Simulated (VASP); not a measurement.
# Sb (Cmmm) in VASP: single point with PBE

Aim: the single point of Sb with PBE.

Program: VASP 6.6.1. These are calculated values, not measurements. Logs are shortened: lines on timing, memory, paths and dates and some standing lists are left out, and cuts for length are marked.

**1. The cell of the first run**

The typed cell holds 1 atom: a = 3.110 Å, b = 3.110 Å, c = 3.109 Å, α = 90.00°, β = 90.00°, γ = 89.99°.

This isn't the form of Sb at room conditions, which is rhombohedral.

**2. Single point, PBE**

POSCAR

```
Sb
1.0
    2.1990779485     -2.1986036236      0.0000000000
    2.1990779485      2.1986036236      0.0000000000
    0.0000000000      0.0000000000      3.1093977627
Sb
1
Direct
    0.0000000000      0.0000000000      0.0000000000
```

INCAR.step1

```
  PREC = Accurate
  ENCUT = 520
  EDIFF = 1E-6
  ISMEAR = 0
  SIGMA = 0.1
  LREAL = F
  LASPH = T
  NELM = 60
  ALGO = Normal
  ISIF = 2
  LWAVE = F
  LCHARG = T
  GGA = PE
  NBANDS = 8
```

KPOINTS.step1

```
regular mesh
0
Gamma
  18 18 18
```

INCAR.step2

```
  PREC = Accurate
  ENCUT = 520
  EDIFF = 1E-6
  ISMEAR = -5
  SIGMA = 0.1
  LREAL = F
  LASPH = T
  NELM = 60
  ALGO = Normal
  ISIF = 2
  LWAVE = F
  LCHARG = F
  GGA = PE
  LORBIT = 11
  NBANDS = 8
  NEDOS = 2001
  ICHARG = 11
```

KPOINTS.step2

```
regular mesh
0
Gamma
  27 27 27
```

Potentials or basis: VASP PAW PBE potentials, release 64 (Sb).

Command:

```
$ cat potpaw_PBE.64/Sb/POTCAR > POTCAR
$ cp INCAR.step1 INCAR
$ cp KPOINTS.step1 KPOINTS
$ mpirun -np 1 vasp_std > vasp.out
$ cp INCAR.step2 INCAR
$ cp KPOINTS.step2 KPOINTS
$ mpirun -np 1 vasp_std > vasp.out
```

OUTCAR:

```text
PREC = Accurate
   ENCUT = 520
   EDIFF = 1E-6
   ISMEAR = -5
   LREAL = F
   LASPH = T
   NELM = 60
   ISIF = 2
   GGA = PE
   LORBIT = 11
   ICHARG = 11

 ion  position               nearest neighbor table
   1  0.000  0.000  0.000-

  LATTYP: Found a base centered orthorhombic cell.
 ALAT       =     4.3972072472
 B/A-ratio  =     1.0002157392
 C/A-ratio  =     0.7071301369

  Lattice vectors:

 A1 = (  -2.1990779485,  -2.1986036236,   0.0000000000)
 A2 = (   2.1990779485,  -2.1986036236,   0.0000000000)
 A3 = (   0.0000000000,   0.0000000000,   3.1093977627)

Analysis of symmetry for initial positions (statically):
=====================================================================
 Subroutine PRICEL returns:
 Original cell was already a primitive cell.

 Routine SETGRP: Setting up the symmetry group for a
 base centered orthorhombic supercell.

 Subroutine GETGRP returns: Found  8 space group operations
 (whereof  8 operations were pure point group operations)
 out of a pool of  8 trial point group operations.

The static configuration has the point symmetry D_2h.

Analysis of symmetry for dynamics (positions and initial velocities):
=====================================================================
 Subroutine PRICEL returns:
 Original cell was already a primitive cell.

 Routine SETGRP: Setting up the symmetry group for a
 base centered orthorhombic supercell.

 Subroutine GETGRP returns: Found  8 space group operations
 (whereof  8 operations were pure point group operations)
 out of a pool of  8 trial point group operations.

The dynamic configuration has the point symmetry D_2h.

 Subroutine INISYM returns: Found  8 space group operations
 (whereof  8 operations are pure point group operations),
 and found     1 'primitive' translations

----------------------------------------------------------------------------------------

                                     Primitive cell

  volume of cell :      30.0673

  direct lattice vectors                    reciprocal lattice vectors
     2.199077948 -2.198603624  0.000000000     0.227368020 -0.227417073  0.000000000
     2.199077948  2.198603624  0.000000000     0.227368020  0.227417073  0.000000000
     0.000000000  0.000000000  3.109397763     0.000000000  0.000000000  0.321605686

  length of vectors
[... 80 lines left out ...]
   ENCUT  =  520.0 eV  38.22 Ry    6.18 a.u.   5.78  5.78  5.78*2*pi/ulx,y,z
   NELM   =     60;   NELMIN=  2; NELMDL=  0     # of ELM steps
   EDIFF  = 0.1E-05   stopping-criterion for ELM
   LREAL  =      F    real-space projection
   EDIFFG = 0.1E-04   stopping-criterion for IOM
   NSW    =      0    number of steps for IOM
   IBRION =     -1    ionic relax: 0-MD 1-quasi-New 2-CG
   NFREE  =      0    steps in history (QN), initial steepest desc. (CG)
   ISIF   =      2    stress and relaxation
   ISYM   =      2    0-nonsym 1-usesym 2-fastsym
   POTIM  = 0.5000    time-step for ionic-motion
   TEBEG  =    0.0;   TEEND  =   0.0 temperature during run
   PSTRESS=    0.0 pullay stress
   NELECT =       5.0000    total number of electrons
   NUPDOWN=      -1.0000    fix difference up-down
   EMIN   =  10.00;   EMAX   =-10.00  energy-range for DOS
   EFERMI =   0.00;   METHOD = LEGACY
   ISMEAR =    -5;   SIGMA  =   0.10  broadening in eV -4-tet -1-fermi 0-gaus
   EFERMI_NEDOS =   21; number of points for ismear=-14 and -15
   IALGO  =     38    algorithm
   IMIX   =      4    mixing-type and parameters
     AMIX     =   0.40;   BMIX     =  1.00
     AMIX_MAG =   1.60;   BMIX_MAG =  1.00
  volume/ion in A,a.u.               =      30.07       202.90
  Fermi-wavevector in a.u.,A,eV,Ry     =   0.900258  1.701241 11.027033  0.810464
  Thomas-Fermi vector in A             =   2.023193
   LORBIT       =     11    0 simple, 1 ext, 2 COOP (PROOUT), +10 PAW based schemes
   GGA     = PE    functional components
   LHFCALC =     F    Hartree Fock is set to
   AEXX    =    0.0000 exact exchange contribution
   IVDW    =     0    specifies the selected vdW correction
   LEPSILON=     F    determine dielectric tensor
   LRPA    =     F    only Hartree local field effects (RPA)
 non-spin polarized calculation
 Fermi weights with tetrahedron method with Bloechl corrections
  energy-cutoff  :      520.00
  volume of cell :       30.07
 maximum number of plane-waves:       840

 number of electron       4.9999999 magnetization

 Free energy of the ion-electron system (eV)
  ---------------------------------------------------
  ext. energy  EPLUGINS =         0.00000000
  ---------------------------------------------------
  free energy    TOTEN  =        -4.09233425 eV

  energy without entropy =       -4.09233425  energy(sigma->0) =       -4.09233425

 E-fermi :   7.0301     XC(G=0):  -9.5902

 val. band max:        7.0771092883   @ k =   0.2593   0.2593   0.3704
 cond. band min:       6.8737740752   @ k =  -0.2222   0.2222   0.1481
 fundamental gap:     -0.2033352131
 Fermi energy:         7.0300631154

 k-point     1 :       0.0000    0.0000    0.0000
  band No.  band energies     occupation
      1      -5.2894      2.00000
      2      10.2820      0.00000
      3      10.2830      0.00000
      4      10.2846      0.00000
      5      13.9470      0.00000
      6      13.9479      0.00000
      7      15.2507      0.00000
      8      24.6272      0.00000
[... 243 lines left out ...]
 k-point    24 :       0.3704    0.0370    0.0000
  band No.  band energies     occupation
      1      -3.5042      2.00000
      2       2.7170      2.00000
      3      11.5619      0.00000
      4      11.8585      0.00000
      5      15.5695      0.00000
      6      16.5613      0.00000
      7      18.6204      0.00000
      8      19.2555      0.00000

 [... further k-points ...]
[... 5 lines left out ...]
  --------------------------------------------------------------------------------------
  -------------------------------------------------------------------------------------
  Total       -0.0317020     -0.0294347     -0.0297511      0.0000000      0.0000000      0.0000000
  in kB       -1.6892852     -1.5684698     -1.5853303      0.0000000      0.0000000      0.0000000
  external PRESSURE =      -1.6143617 kB  Pullay stress =       0.0000000 kB

 VOLUME and BASIS-vectors are now :
 -----------------------------------------------------------------------------
  energy-cutoff  :      520.00
  volume of cell :       30.07
      direct lattice vectors                 reciprocal lattice vectors
     2.199077948 -2.198603624  0.000000000     0.227368020 -0.227417073  0.000000000
     2.199077948  2.198603624  0.000000000     0.227368020  0.227417073  0.000000000
     0.000000000  0.000000000  3.109397763     0.000000000  0.000000000  0.321605686

 POSITION                                       TOTAL-FORCE (eV/Angst)
 -----------------------------------------------------------------------------------
      0.00000      0.00000      0.00000         0.000000      0.000000      0.000000
 -----------------------------------------------------------------------------------
    total drift:                               -0.000000      0.000000      0.000000

  FREE ENERGIE OF THE ION-ELECTRON SYSTEM (eV)
  ---------------------------------------------------
  free  energy   TOTEN  =        -4.0923342529 eV

  energy  without entropy=       -4.0923342529  energy(sigma->0) =       -4.09233425

 total charge

# of ion       s       p       d       tot
------------------------------------------
    1        1.213   1.116   0.035   2.365
```

It took 2.2 min on 1 thread of AMD EPYC 9R45 (Zen 5), shared host; peak memory 0.71 GiB.

What came out:

| Quantity | Value |
| --- | --- |
| Valence electrons inside the program's atomic spheres | Sb 2.37 |

Levels at points of the mesh, in eV from the Fermi level:
| k point | band 1 | band 2 | band 3 | band 4 | band 5 | band 6 | band 7 | band 8 |
| --- | --- | --- | --- | --- | --- | --- | --- | --- |
| (0.00, 0.00, 0.00) | -12.32 | 3.25 | 3.25 | 3.25 | 6.92 | 6.92 | 8.22 | 17.60 |

Caveat: spin-orbit coupling is left out, which moves the levels of the heavy elements; an odd number of electrons without spin polarisation forces a metal; a magnetic or distorted state may lie lower.
